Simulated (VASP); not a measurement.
Cd: relaxation of cell and atoms with revPBE

Cd:

```
Cd
1.0
     3.12529    0.00000    0.00000
    -1.56265    2.70658    0.00000
     0.00000    0.00000   10.20721
Cd
4
Direct
  0.00000 0.00000 0.00000
  0.00000 0.00000 0.50000
  0.33333 0.66667 0.25000
  0.66667 0.33333 0.75000
```

* Program: VASP 6.6.1
* Task: relaxation of cell and atoms
* Functional: revPBE
* Potentials or basis: VASP PAW PBE potentials, release 64 (Cd)
* Cutoff: 600 eV
* k mesh: 12 × 12 × 3
* Occupations: fermi-dirac, width 0.1 eV
* Spin: no spin polarisation
* Dipole correction: no
* Further INCAR settings: ALGO = Normal; EDIFF = 1e-06; IBRION = 2; EDIFFG = -0.01; NSW = 80; ISIF = 3

| Item | Value |
| --- | --- |
| Relaxed volume | 24.00 Å³/atom |
| Relaxed cell | a = 3.241 Å, b = 3.241 Å, c = 10.553 Å, α = 90.00°, β = 90.00°, γ = 120.00° |
| Space group after relaxing (to 0.05 Å) | P6_3/mmc (No. 194) |
| Energy gained by relaxing | 31.2 meV/atom |
| Ionic steps | 3 |
| Pressure after relaxing | 0.0 GPa |
| Band gap on the k mesh | zero (band 24 reaches 3.60 eV, above the bottom of band 25 at 0.89 eV) |

The path:
```
step  energy change (eV)  largest force (eV/Å)  pressure (GPa)  volume (Å³)
   1              0.0000                0.0000            4.75        86.34
   2             -0.1230                0.0000            0.47        94.58
   3             -0.1248                0.0000           -0.05        96.00
```

Final structure:
```
Cd
1.0
     3.24105    0.00000    0.00000
    -1.62053    2.80683    0.00000
     0.00000    0.00000   10.55332
Cd
4
Direct
  0.00000 0.00000 0.00000
  0.00000 0.00000 0.50000
  0.33333 0.66667 0.25000
  0.66667 0.33333 0.75000
```

Levels at points of the mesh, in eV from the Fermi level:
```tsv
k point	band 20	band 21	band 22	band 23	band 24	band 25	band 26	band 27	band 28
(0.00, 0.00, 0.00)	-8.36	-8.17	-6.57	-6.56	-2.01	-1.47	5.83	5.83	11.59
(0.50, 0.00, 0.00)	-8.28	-2.48	-2.48	-1.46	-1.31	-0.70	-0.47	2.89	3.22
```

It took 6 min on 1 thread of Oxide Virtual Turin-like Processor (shared host), peak memory 0.25 GiB.

Caveat: the PAW data sets were made with another functional, which shifts forces and pressure a little.
